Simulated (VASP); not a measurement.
# TePb (I4/mmm) in VASP: a series of runs

Runs on TePb. Level: PBEsol. Tasks: electric field gradients.

Program: VASP 6.6.1. These are calculated values, not measurements. Logs are shortened: lines on timing, memory, paths and dates and some standing lists are left out, and cuts for length are marked.

## (1) The cell of the first run

Symmetry: I4/mmm, No. 139, tetragonal system. Conventional cell: a = 4.564 Å, b = 4.564 Å, c = 6.325 Å, α = 90.00°, β = 90.00°, γ = 90.00°. Te (site symmetry 4/mmm) has 6 Pb at 3.16 to 3.23 Å within 4.2 Å. Pb (site symmetry 4/mmm) has 6 Te at 3.16 to 3.23 Å within 4.2 Å.

## (2) Electric field gradients, PBEsol (zz strain of -2 %)

INCAR

```
SYSTEM = TePb
ALGO = Normal ; EDIFF = 1E-8
ENCUT = 520 ; GGA = PS
ISIF = 2 ; ISMEAR = -1
LASPH = .True. ; LCHARG = .False.
LEFG = .True. ; LREAL = .False.
LWAVE = .False. ; NBANDS = 17
NELM = 80 ; PREC = Accurate
SIGMA = 0.03
```

KPOINTS

```
k-points
0
Gamma
  10 10 10
  0 0 0
```

POSCAR

```
TePb
1.0
    0.0000000000      3.2270000000      3.1624600000
    3.2270000000      0.0000000000      3.1624600000
    3.2270000000      3.2270000000      0.0000000000
Te Pb
1 1
Direct
    0.5000000000      0.5000000000      0.5000000000
    0.0000000000      0.0000000000      0.0000000000
```

Potentials or basis: VASP PAW PBE potentials, release 64 (Te, Pb_d).

Started as:

```sh
$ cat potpaw_PBE.64/Te/POTCAR potpaw_PBE.64/Pb_d/POTCAR > POTCAR
$ mpirun -np 1 vasp_std > vasp.out
```

OUTCAR:

```text
SYSTEM = TePb
   EDIFF = 1E-8
   ENCUT = 520
   GGA = PS
   ISIF = 2
   ISMEAR = -1
   LASPH = .True.
   LREAL = .False.
   NELM = 80
   PREC = Accurate

 ion  position               nearest neighbor table
   1  0.500  0.500  0.500-   2 3.16   2 3.16   2 3.23   2 3.23   2 3.23   2 3.23
   2  0.000  0.000  0.000-   1 3.16   1 3.16   1 3.23   1 3.23   1 3.23   1 3.23

  LATTYP: Found a body centered tetragonal cell.
 ALAT       =     4.5636671658
 C/A-ratio  =     1.3859292911

  Lattice vectors:

 A1 = (   0.0000000000,  -3.2270000000,  -3.1624600000)
 A2 = (   0.0000000000,   3.2270000000,  -3.1624600000)
 A3 = (   3.2270000000,   0.0000000000,   3.1624600000)

Analysis of symmetry for initial positions (statically):
=====================================================================
 Subroutine PRICEL returns:
 Original cell was already a primitive cell.

 Routine SETGRP: Setting up the symmetry group for a
 body centered tetragonal supercell.

 Subroutine GETGRP returns: Found 16 space group operations
 (whereof 16 operations were pure point group operations)
 out of a pool of 16 trial point group operations.

The static configuration has the point symmetry D_4h.

Analysis of symmetry for dynamics (positions and initial velocities):
=====================================================================
 Subroutine PRICEL returns:
 Original cell was already a primitive cell.

 Routine SETGRP: Setting up the symmetry group for a
 body centered tetragonal supercell.

 Subroutine GETGRP returns: Found 16 space group operations
 (whereof 16 operations were pure point group operations)
 out of a pool of 16 trial point group operations.

The dynamic configuration has the point symmetry D_4h.

 Subroutine INISYM returns: Found 16 space group operations
 (whereof 16 operations are pure point group operations),
 and found     1 'primitive' translations

----------------------------------------------------------------------------------------

                                     Primitive cell

  volume of cell :      65.8647

  direct lattice vectors                    reciprocal lattice vectors
     0.000000000  3.227000000  3.162460000    -0.154942671  0.154942671  0.158104767
     3.227000000  0.000000000  3.162460000     0.154942671 -0.154942671  0.158104767
     3.227000000  3.227000000  0.000000000     0.154942671  0.154942671 -0.158104767

  length of vectors
     4.518260976  4.518260976  4.563667166     0.270206550  0.270206550  0.270206550

  position of ions in fractional coordinates (direct lattice)
     0.500000000  0.500000000  0.500000000
     0.000000000  0.000000000  0.000000000

  ion indices of the primitive-cell ions
   primitive index   ion index
                 1           1
                 2           2

----------------------------------------------------------------------------------------

 KPOINTS: k-points

Automatic generation of k-mesh.
 Grid dimensions read from file:
 generate k-points for:   10   10   10

 Generating k-lattice:

  Cartesian coordinates                     Fractional coordinates (reciprocal lattice)
    -0.015494267  0.015494267  0.015810477     0.100000000 -0.000000000  0.000000000
     0.015494267 -0.015494267  0.015810477    -0.000000000  0.100000000  0.000000000
     0.015494267  0.015494267 -0.015810477     0.000000000  0.000000000  0.100000000

  Length of vectors
     0.027020655  0.027020655  0.027020655

  Shift w.r.t. Gamma in fractional coordinates (k-lattice)
     0.000000000  0.000000000  0.000000000

 Subroutine IBZKPT returns following result:
 ===========================================

 Found    102 irreducible k-points:

 Following reciprocal coordinates:
            Coordinates               Weight
  0.000000  0.000000  0.000000      1.000000
  0.100000 -0.000000  0.000000      8.000000
  0.200000 -0.000000  0.000000      8.000000
  0.300000 -0.000000  0.000000      8.000000
  0.400000  0.000000  0.000000      8.000000
  0.500000 -0.000000  0.000000      4.000000
[... 16 lines left out ...]
  0.300000  0.300000  0.000000      2.000000
  0.400000  0.300000  0.000000      8.000000
 [... further k-points ...]
   k-points           NKPTS =    102   k-points in BZ     NKDIM =    102   number of bands    NBANDS=     17
   number of dos      NEDOS =    301   number of ions     NIONS =      2
   total plane-waves  NPLWV =  46656
   dimension x,y,z NGX =    36 NGY =   36 NGZ =   36
   dimension x,y,z NGXF=    72 NGYF=   72 NGZF=   72
   ions per type =               1   1
   NGX,Y,Z   is equivalent  to a cutoff of  13.25, 13.25, 13.11 a.u.
   NGXF,Y,Z  is equivalent  to a cutoff of  26.49, 26.49, 26.23 a.u.
 SYSTEM =  TePb
   PREC   = accura    normal or accurate (medium, high low for compatibility)
   ISTART =      0    job   : 0-new  1-cont  2-samecut
   ICHARG =      2    charge: 1-file 2-atom 10-const
   ISPIN  =      1    spin polarized calculation?
   LNONCOLLINEAR =      F non collinear calculations
   LSORBIT =      F    spin-orbit coupling
   LASPH  =      T    aspherical Exc in radial PAW
   ENCUT  =  520.0 eV  38.22 Ry    6.18 a.u.   8.40  8.40  8.49*2*pi/ulx,y,z
   NELM   =     80;   NELMIN=  2; NELMDL= -5     # of ELM steps
   EDIFF  = 0.1E-07   stopping-criterion for ELM
   LREAL  =      F    real-space projection
   EDIFFG = 0.1E-06   stopping-criterion for IOM
   NSW    =      0    number of steps for IOM
   IBRION =     -1    ionic relax: 0-MD 1-quasi-New 2-CG
   NFREE  =      0    steps in history (QN), initial steepest desc. (CG)
   ISIF   =      2    stress and relaxation
   ISYM   =      2    0-nonsym 1-usesym 2-fastsym
   POTIM  = 0.5000    time-step for ionic-motion
   TEBEG  =    0.0;   TEEND  =   0.0 temperature during run
   PSTRESS=    0.0 pullay stress
   NELECT =      20.0000    total number of electrons
   NUPDOWN=      -1.0000    fix difference up-down
   EMIN   =  10.00;   EMAX   =-10.00  energy-range for DOS
   EFERMI =   0.00;   METHOD = LEGACY
   ISMEAR =    -1;   SIGMA  =   0.03  broadening in eV -4-tet -1-fermi 0-gaus
   EFERMI_NEDOS =   21; number of points for ismear=-14 and -15
   IALGO  =     38    algorithm
   IMIX   =      4    mixing-type and parameters
     AMIX     =   0.40;   BMIX     =  1.00
     AMIX_MAG =   1.60;   BMIX_MAG =  1.00
  volume/ion in A,a.u.               =      32.93       222.24
  Fermi-wavevector in a.u.,A,eV,Ry     =   1.100358  2.079374 16.473755  1.210787
  Thomas-Fermi vector in A             =   2.236767
   LORBIT       =      0    0 simple, 1 ext, 2 COOP (PROOUT), +10 PAW based schemes
   GGA     = PS    functional components
   LHFCALC =     F    Hartree Fock is set to
   AEXX    =    0.0000 exact exchange contribution
   IVDW    =     0    specifies the selected vdW correction
   LEPSILON=     F    determine dielectric tensor
   LRPA    =     F    only Hartree local field effects (RPA)
 non-spin polarized calculation
  energy-cutoff  :      520.00
  volume of cell :       65.86
 maximum number of plane-waves:      1800
 NGX is ok and might be reduce to    36
   NGX = 17   NGY = 17   NGZ = 17

 number of electron      20.0000000 magnetization

 Free energy of the ion-electron system (eV)
  ---------------------------------------------------
  ext. energy  EPLUGINS =         0.00000000
  ---------------------------------------------------
  free energy    TOTEN  =        -8.24952735 eV

  energy without entropy =       -8.24952707  energy(sigma->0) =       -8.24952721

 E-fermi :   6.0891     XC(G=0):  -9.5768

 val. band max:        5.7915155427   @ k =   0.5000  -0.0000   0.0000
 cond. band min:       6.3850890450   @ k =   0.5000  -0.0000   0.0000
 fundamental gap:      0.5935735023
 Fermi energy:         6.0890803072

 k-point     1 :       0.0000    0.0000    0.0000
  band No.  band energies     occupation
      1     -10.9006      2.00000
      2     -10.8947      2.00000
      3     -10.8874      2.00000
      4     -10.8830      2.00000
      5     -10.8830      2.00000
      6      -6.4654      2.00000
[... 9 lines left out ...]
     16      11.5571      0.00000
     17      12.9227      0.00000

 k-point     2 :       0.1000   -0.0000    0.0000
  band No.  band energies     occupation
      1     -10.9017      2.00000
      2     -10.8962      2.00000
      3     -10.8865      2.00000
      4     -10.8821      2.00000
      5     -10.8815      2.00000
      6      -6.3762      2.00000
[... 9 lines left out ...]
     16      11.7094      0.00000
     17      13.7092      0.00000
[... 421 lines left out ...]
 k-point    24 :       0.4000    0.3000    0.0000
  band No.  band energies     occupation
      1     -10.9478      2.00000
      2     -10.8954      2.00000
      3     -10.8919      2.00000
      4     -10.8601      2.00000
      5     -10.8590      2.00000
      6      -5.0810      2.00000
[... 9 lines left out ...]
     16      15.3649      0.00000
     17      16.0528      0.00000

 [... further k-points ...]
[... 5 lines left out ...]
  --------------------------------------------------------------------------------------
  -------------------------------------------------------------------------------------
  Total       -0.0717680     -0.0717680      1.0513375      0.0000000      0.0000000      0.0000000
  in kB       -1.7457755     -1.7457755     25.5740646      0.0000000      0.0000000      0.0000000
  external PRESSURE =       7.3608379 kB  Pullay stress =       0.0000000 kB

 VOLUME and BASIS-vectors are now :
 -----------------------------------------------------------------------------
  energy-cutoff  :      520.00
  volume of cell :       65.86
      direct lattice vectors                 reciprocal lattice vectors
     0.000000000  3.227000000  3.162460000    -0.154942671  0.154942671  0.158104767
     3.227000000  0.000000000  3.162460000     0.154942671 -0.154942671  0.158104767
     3.227000000  3.227000000  0.000000000     0.154942671  0.154942671 -0.158104767

 POSITION                                       TOTAL-FORCE (eV/Angst)
 -----------------------------------------------------------------------------------
      3.22700      3.22700      3.16246         0.000000      0.000000      0.000000
      0.00000      0.00000      0.00000         0.000000      0.000000     -0.000000
 -----------------------------------------------------------------------------------
    total drift:                               -0.000000      0.000000      0.000000

  FREE ENERGIE OF THE ION-ELECTRON SYSTEM (eV)
  ---------------------------------------------------
  free  energy   TOTEN  =        -8.2495273455 eV

  energy  without entropy=       -8.2495270712  energy(sigma->0) =       -8.24952721

 Electric field gradients (V/A^2)
---------------------------------------------------------------------
 ion       V_xx      V_yy      V_zz      V_xy      V_xz      V_yz
---------------------------------------------------------------------
   1       5.543     5.543   -11.085    -0.000    -0.000    -0.000
   2      33.818    33.818   -67.636     0.000     0.001     0.001
---------------------------------------------------------------------

 Electric field gradients after diagonalization (V/A^2)
 (convention: |V_zz| > |V_xx| > |V_yy|)
----------------------------------------------------------------------
 ion       V_xx      V_yy      V_zz     asymmetry (V_yy - V_xx)/ V_zz
----------------------------------------------------------------------
   1       5.543     5.542   -11.085       0.000
   2      33.819    33.818   -67.636       0.000
----------------------------------------------------------------------

           NMR quadrupolar parameters

 Cq : quadrupolar parameter    Cq=e*Q*V_zz/h
 eta: asymmetry parameters     (V_yy - V_xx)/ V_zz
 Q  : nuclear electric quadrupole moment in mb (millibarn)
----------------------------------------------------------------------
 ion       Cq(MHz)       eta       Q (mb)
----------------------------------------------------------------------
   1      -0.027       0.000       1.000
   2      -0.164       0.000       1.000
----------------------------------------------------------------------
```

Run time: 2.4 min. Hardware: 1 thread of Intel Xeon 8259CL, shared host; peak memory 0.28 GiB.

What came out:

* Free energy: -8.2495 eV
* Pressure: 0.7 GPa
* Band gap on the k mesh: 0.59 eV
* Largest electric field gradient by atom: Te -11.1; Pb -67.6 V/Å²

Electric field gradients, principal values (V/Å²):
```tsv
atom	least	middle	greatest (by size)
1 Te	5.542	5.543	-11.085
2 Pb	33.818	33.819	-67.636
```

Caveat: the cell differs from its parent crystal (zz strain of -2 %); without QUAD_EFG the Cq values of the log hold for a quadrupole moment of 1 mb, not for the nuclei; the PAW data sets were made with another functional, which shifts forces and pressure a little; spin-orbit coupling is left out, which moves the levels of the heavy elements. A k mesh can miss the band edges.

[end of part 1 of 3]
